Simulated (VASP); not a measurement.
# Cd4SeS3 (P3m1) in VASP: further runs

The runs below take Cd4SeS3 through relaxation of cell and atoms, with PBE.

Program: VASP 6.6.1. These are calculated values, not measurements. Logs are shortened: lines on timing, memory, paths and dates and some standing lists are left out, and cuts for length are marked.

## 1. The cell of the first run

The structure is trigonal, space group P3m1 (No. 156). Conventional cell: a = 4.102 Å, b = 4.102 Å, c = 13.390 Å, α = 90.00°, β = 90.00°, γ = 120.00°. Cd (site symmetry 3m) has 4 S at 2.49 to 2.58 Å within 3.3 Å. Within 3.3 Å of Cd (site symmetry 3m) lie 3 S at 2.49 Å and 1 Se at 2.58 Å. Cd (site symmetry 3m) has 4 S at 2.49 to 2.58 Å within 3.3 Å. Cd (site symmetry 3m) has 3 Se at 2.49 Å and 1 S at 2.58 Å within 3.3 Å. Within 3.3 Å of Se (site symmetry 3m) lie 4 Cd at 2.49 to 2.58 Å. Within 3.3 Å of S (site symmetry 3m) lie 4 Cd at 2.49 to 2.58 Å. Within 3.3 Å of S (site symmetry 3m) lie 4 Cd at 2.49 to 2.58 Å. Within 3.3 Å of S (site symmetry 3m) lie 4 Cd at 2.49 to 2.58 Å.

## 2. Relaxation of cell and atoms, PBE

Input file INCAR:

```
ALGO = Normal
EDIFF = 1E-6
EDIFFG = -0.04
ENCUT = 600
GGA = PE
IBRION = 2
ISIF = 3
ISMEAR = 0
LASPH = T
LCHARG = F
LREAL = F
LWAVE = F
NELM = 80
NSW = 90
PREC = Accurate
SIGMA = 0.1
```

Input file KPOINTS:

```
k-points
0
Gamma
  6 6 2
```

Input file POSCAR:

```
Cd4SeS3
1.0
    4.1015982500      0.0000000000      0.0000000000
   -2.0507991300      3.5520882800      0.0000000000
    0.0000000000      0.0000000000     13.3896165800
Cd Se S
4 1 3
Direct
    0.3333333300      0.6666666700      0.0000000000
    0.3333333300      0.6666666700      0.5000000000
    0.6666666700      0.3333333300      0.2500000000
    0.6666666700      0.3333333300      0.7500000000
    0.3333333300      0.6666666700      0.6925000000
    0.3333333300      0.6666666700      0.1925000000
    0.6666666700      0.3333333300      0.4425000000
    0.6666666700      0.3333333300      0.9425000000
```

Potentials or basis: VASP PAW PBE potentials, release 64 (Cd, Se, S).

Started as:

```console
> cat potpaw_PBE.64/Cd/POTCAR potpaw_PBE.64/Se/POTCAR potpaw_PBE.64/S/POTCAR > POTCAR
> mpirun -np 1 vasp_std > vasp.out
```

OUTCAR:

```text
EDIFF = 1E-6
   EDIFFG = -0.04
   ENCUT = 600
   GGA = PE
   IBRION = 2
   ISIF = 3
   ISMEAR = 0
   LASPH = T
   LREAL = F
   NELM = 80
   NSW = 90
   PREC = Accurate

 ion  position               nearest neighbor table
   1  0.333  0.667  0.000-   8 2.49   8 2.49   8 2.49   6 2.58
   2  0.333  0.667  0.500-   7 2.49   7 2.49   7 2.49   5 2.58
   3  0.667  0.333  0.250-   6 2.49   6 2.49   6 2.49   7 2.58
   4  0.667  0.333  0.750-   5 2.49   5 2.49   5 2.49   8 2.58
   5  0.333  0.667  0.693-   4 2.49   4 2.49   4 2.49   2 2.58
   6  0.333  0.667  0.193-   3 2.49   3 2.49   3 2.49   1 2.58
   7  0.667  0.333  0.443-   2 2.49   2 2.49   2 2.49   3 2.58
   8  0.667  0.333  0.943-   1 2.49   1 2.49   1 2.49   4 2.58

  LATTYP: Found a hexagonal cell.
 ALAT       =     4.1015982500
 C/A-ratio  =     3.2644875885

  Lattice vectors:

 A1 = (   4.1015982500,   0.0000000000,   0.0000000000)
 A2 = (  -2.0507991300,   3.5520882800,   0.0000000000)
 A3 = (   0.0000000000,   0.0000000000,  13.3896165800)

Analysis of symmetry for initial positions (statically):
=====================================================================
 Subroutine PRICEL returns:
 Original cell was already a primitive cell.

 Routine SETGRP: Setting up the symmetry group for a
 hexagonal supercell.

 Subroutine GETGRP returns: Found  6 space group operations
 (whereof  6 operations were pure point group operations)
 out of a pool of 24 trial point group operations.

The static configuration has the point symmetry C_3v.

Analysis of symmetry for dynamics (positions and initial velocities):
=====================================================================
 Subroutine PRICEL returns:
 Original cell was already a primitive cell.

 Routine SETGRP: Setting up the symmetry group for a
 hexagonal supercell.

 Subroutine GETGRP returns: Found  6 space group operations
 (whereof  6 operations were pure point group operations)
 out of a pool of 24 trial point group operations.

The dynamic configuration has the point symmetry C_3v.

 Subroutine INISYM returns: Found  6 space group operations
 (whereof  6 operations are pure point group operations),
 and found     1 'primitive' translations

----------------------------------------------------------------------------------------

                                     Primitive cell

  volume of cell :     195.0765

  direct lattice vectors                    reciprocal lattice vectors
     4.101598250  0.000000000  0.000000000     0.243807399  0.140762268  0.000000000
    -2.050799130  3.552088280  0.000000000     0.000000000  0.281524535  0.000000000
     0.000000000  0.000000000 13.389616580     0.000000000  0.000000000  0.074684738

  length of vectors
     4.101598250  4.101598252 13.389616580     0.281524535  0.281524535  0.074684738

  position of ions in fractional coordinates (direct lattice)
     0.333333330  0.666666670  0.000000000
     0.333333330  0.666666670  0.500000000
     0.666666670  0.333333330  0.250000000
     0.666666670  0.333333330  0.750000000
     0.333333330  0.666666670  0.692500000
     0.333333330  0.666666670  0.192500000
     0.666666670  0.333333330  0.442500000
     0.666666670  0.333333330  0.942500000

  ion indices of the primitive-cell ions
   primitive index   ion index
                 1           1
                 2           2
                 3           3
                 4           4
                 5           5
                 6           6
                 7           7
                 8           8

----------------------------------------------------------------------------------------

 KPOINTS: k-points

Automatic generation of k-mesh.
 Grid dimensions read from file:
 generate k-points for:    6    6    2

 Generating k-lattice:

  Cartesian coordinates                     Fractional coordinates (reciprocal lattice)
     0.040634566  0.023460378  0.000000000     0.166666667  0.000000000  0.000000000
     0.000000000  0.046920756  0.000000000     0.000000000  0.166666667  0.000000000
     0.000000000  0.000000000  0.037342369     0.000000000  0.000000000  0.500000000

  Length of vectors
     0.046920756  0.046920756  0.037342369

  Shift w.r.t. Gamma in fractional coordinates (k-lattice)
     0.000000000  0.000000000  0.000000000

 Subroutine IBZKPT returns following result:
 ===========================================

 Found     14 irreducible k-points:

 Following reciprocal coordinates:
            Coordinates               Weight
  0.000000  0.000000  0.000000      1.000000
  0.166667 -0.000000  0.000000      6.000000
  0.333333 -0.000000  0.000000      6.000000
  0.500000  0.000000  0.000000      3.000000
  0.166667  0.166667  0.000000      6.000000
  0.333333  0.166667  0.000000     12.000000
  0.333333  0.333333  0.000000      2.000000
  0.000000  0.000000  0.500000      1.000000
  0.166667 -0.000000  0.500000      6.000000
  0.333333 -0.000000  0.500000      6.000000
  0.500000  0.000000  0.500000      3.000000
  0.166667  0.166667  0.500000      6.000000
  0.333333  0.166667  0.500000     12.000000
  0.333333  0.333333  0.500000      2.000000
   k-points           NKPTS =     14   k-points in BZ     NKDIM =     14   number of bands    NBANDS=     43
   number of dos      NEDOS =    301   number of ions     NIONS =      8
   total plane-waves  NPLWV = 139968
   dimension x,y,z NGX =    36 NGY =   36 NGZ =  108
   dimension x,y,z NGXF=    72 NGYF=   72 NGZF=  216
   ions per type =               4   1   3
   NGX,Y,Z   is equivalent  to a cutoff of  14.59, 14.59, 13.41 a.u.
   NGXF,Y,Z  is equivalent  to a cutoff of  29.18, 29.18, 26.82 a.u.
 SYSTEM =  unknown system
   PREC   = accura    normal or accurate (medium, high low for compatibility)
   ISTART =      0    job   : 0-new  1-cont  2-samecut
   ICHARG =      2    charge: 1-file 2-atom 10-const
   ISPIN  =      1    spin polarized calculation?
   LNONCOLLINEAR =      F non collinear calculations
   LSORBIT =      F    spin-orbit coupling
   LASPH  =      T    aspherical Exc in radial PAW
   ENCUT  =  600.0 eV  44.10 Ry    6.64 a.u.   8.19  8.19 26.74*2*pi/ulx,y,z
   NELM   =     80;   NELMIN=  2; NELMDL= -5     # of ELM steps
   EDIFF  = 0.1E-05   stopping-criterion for ELM
   LREAL  =      F    real-space projection
   EDIFFG = -.4E-01   stopping-criterion for IOM
   NSW    =     90    number of steps for IOM
   IBRION =      2    ionic relax: 0-MD 1-quasi-New 2-CG
   NFREE  =      1    steps in history (QN), initial steepest desc. (CG)
   ISIF   =      3    stress and relaxation
   ISYM   =      2    0-nonsym 1-usesym 2-fastsym
   POTIM  = 0.5000    time-step for ionic-motion
   TEBEG  =    0.0;   TEEND  =   0.0 temperature during run
   PSTRESS=    0.0 pullay stress
   NELECT =      72.0000    total number of electrons
   NUPDOWN=      -1.0000    fix difference up-down
   EMIN   =  10.00;   EMAX   =-10.00  energy-range for DOS
   EFERMI =   0.00;   METHOD = LEGACY
   ISMEAR =     0;   SIGMA  =   0.10  broadening in eV -4-tet -1-fermi 0-gaus
   EFERMI_NEDOS =   21; number of points for ismear=-14 and -15
   IALGO  =     38    algorithm
   IMIX   =      4    mixing-type and parameters
     AMIX     =   0.40;   BMIX     =  1.00
     AMIX_MAG =   1.60;   BMIX_MAG =  1.00
  volume/ion in A,a.u.               =      24.38       164.56
  Fermi-wavevector in a.u.,A,eV,Ry     =   1.174313  2.219130 18.762595  1.379012
  Thomas-Fermi vector in A             =   2.310712
   LORBIT       =      0    0 simple, 1 ext, 2 COOP (PROOUT), +10 PAW based schemes
   GGA     = PE    functional components
   LHFCALC =     F    Hartree Fock is set to
   AEXX    =    0.0000 exact exchange contribution
   IVDW    =     0    specifies the selected vdW correction
   LEPSILON=     F    determine dielectric tensor
   LRPA    =     F    only Hartree local field effects (RPA)
 conjugate gradient relaxation of ions
 non-spin polarized calculation
 Gauss-broadening in eV      SIGMA  =   0.10
  energy-cutoff  :      600.00
  volume of cell :      195.08
 maximum number of plane-waves:      6532
 NGX is ok and might be reduce to    36
   NGX = 17   NGY = 17   NGZ = 53

--------------------------------------- Ionic step        1  -------------------------------------------

 number of electron      71.9999997 magnetization

 Free energy of the ion-electron system (eV)
  ---------------------------------------------------
  ext. energy  EPLUGINS =         0.00000000
  ---------------------------------------------------
  free energy    TOTEN  =       -23.34483047 eV

  energy without entropy =      -23.34483047  energy(sigma->0) =      -23.34483047

------------------------ aborting loop because EDIFF is reached ----------------------------------------

  FORCE on cell =-STRESS in cart. coord.  units (eV):
  Direction    XX          YY          ZZ          XY          YZ          ZX
  --------------------------------------------------------------------------------------
  -------------------------------------------------------------------------------------
  Total        9.9342382      9.9342382      6.0508182     -0.0000000     -0.0000000      0.0000000
  in kB       81.5906025     81.5906025     49.6957985     -0.0000001     -0.0000000      0.0000000
  external PRESSURE =      70.9590012 kB  Pullay stress =       0.0000000 kB
[... 107 lines left out ...]
  FREE ENERGIE OF THE ION-ELECTRON SYSTEM (eV)
  ---------------------------------------------------
  free  energy   TOTEN  =       -23.8405481228 eV

  energy  without entropy=      -23.8405481228  energy(sigma->0) =      -23.84054812

[... ionic steps 4 to 8 ...]

--------------------------------------- Ionic step        9  -------------------------------------------

 number of electron      71.9999983 magnetization

------------------------ aborting loop because EDIFF is reached ----------------------------------------

  FORCE on cell =-STRESS in cart. coord.  units (eV):
  Direction    XX          YY          ZZ          XY          YZ          ZX
  --------------------------------------------------------------------------------------
  -------------------------------------------------------------------------------------
  Total       -0.0835547     -0.0835547     -0.0850583      0.0000000     -0.0000000     -0.0000000
  in kB       -0.6175012     -0.6175012     -0.6286134      0.0000000     -0.0000000     -0.0000000
  external PRESSURE =      -0.6212053 kB  Pullay stress =       0.0000000 kB
[... 69 lines left out ...]
  energy  without entropy=      -23.8888325465  energy(sigma->0) =      -23.88883255

--------------------------------------- Ionic step       11  -------------------------------------------

 number of electron      71.9999983 magnetization

 Free energy of the ion-electron system (eV)
  ---------------------------------------------------
  ext. energy  EPLUGINS =         0.00000000
  ---------------------------------------------------
  free energy    TOTEN  =       -23.88971439 eV

  energy without entropy =      -23.88971439  energy(sigma->0) =      -23.88971439

 E-fermi :   1.3585     XC(G=0):  -8.8292

 val. band max:        0.9843548166   @ k =   0.0000   0.0000   0.0000
 cond. band min:       1.7195221293   @ k =   0.0000   0.0000   0.0000
 fundamental gap:      0.7351673128
 Fermi energy:         1.3584975026

 k-point     1 :       0.0000    0.0000    0.0000
  band No.  band energies     occupation
      1     -11.3417      2.00000
      2     -11.1538      2.00000
      3     -11.1502      2.00000
      4     -10.9652      2.00000
      5      -6.8342      2.00000
      6      -6.8342      2.00000
[... 668 lines left out ...]
  FREE ENERGIE OF THE ION-ELECTRON SYSTEM (eV)
  ---------------------------------------------------
  free  energy   TOTEN  =       -23.8897143920 eV

  energy  without entropy=      -23.8897143884  energy(sigma->0) =      -23.88971439

 reached required accuracy - stopping structural energy minimisation
```

Wall time 15 min (1 thread of Oxide Virtual Turin-like, shared host); peak memory 0.44 GiB.

What came out:

- Free energy: -23.8897 eV
- Relaxed volume: 27.03 Å³/atom
- Relaxed cell: a = 4.247 Å, b = 4.247 Å, c = 13.844 Å, α = 90.00°, β = 90.00°, γ = 120.00°
- Space group after relaxing (to 0.1 Å): P3m1 (No. 156)
- Energy gained by relaxing: 68.1 meV/atom
- Ionic steps: 11
- Pressure after relaxing: 0.1 GPa
- Largest force after relaxing: 0.036 eV/Å
- Band gap on the k mesh: 0.74 eV

Forces in eV/Å, atoms in the order of the input:
```
Cd   0.000  0.000  0.003
Cd   0.000  0.000 -0.017
Cd   0.000  0.000 -0.024
Cd   0.000  0.000 -0.007
Se   0.000  0.000  0.036
S    0.000  0.000  0.024
S    0.000  0.000 -0.010
S    0.000  0.000 -0.004
```

The path:
| step | energy change (eV) | largest force (eV/Å) | pressure (GPa) | volume (Å³) |
| --- | --- | --- | --- | --- |
| 1 | 0.0000 | 1.0207 | 7.10 | 195.08 |
| 2 | -0.4307 | 0.2996 | -2.09 | 227.15 |
| 3 | -0.4957 | 0.4226 | -0.11 | 217.49 |
| 4 | -0.4956 | 0.4134 | -0.22 | 217.95 |
| 5 | -0.5102 | 0.3061 | -0.16 | 217.64 |
| 6 | -0.5306 | 0.2823 | 0.00 | 216.71 |
| 7 | -0.5397 | 0.1017 | 0.04 | 216.47 |
| 8 | -0.5411 | 0.1258 | 0.06 | 216.32 |
| 9 | -0.5440 | 0.0649 | -0.06 | 216.79 |
| 10 | -0.5440 | 0.0654 | -0.08 | 216.87 |
| 11 | -0.5449 | 0.0362 | 0.07 | 216.25 |

Final structure:
```xyz
8
Lattice="4.2470 0.0000 0.0000 -2.1235 3.6780 0.0000 0.0000 0.0000 13.8440" Properties=species:S:1:pos:R:3 pbc="T T T"
Cd    0.0000    2.4520    0.0643
Cd    0.0000    2.4520    6.8448
Cd    2.1235    1.2260    3.4602
Cd    2.1235    1.2260   10.5265
Se    0.0000    2.4520    9.5261
S     0.0000    2.4520    2.6393
S     2.1235    1.2260    6.0350
S     2.1235    1.2260   13.0958
```

Caveat: semilocal functionals underestimate gaps, and a narrow one can read as zero.

[end of part 1 of 2]
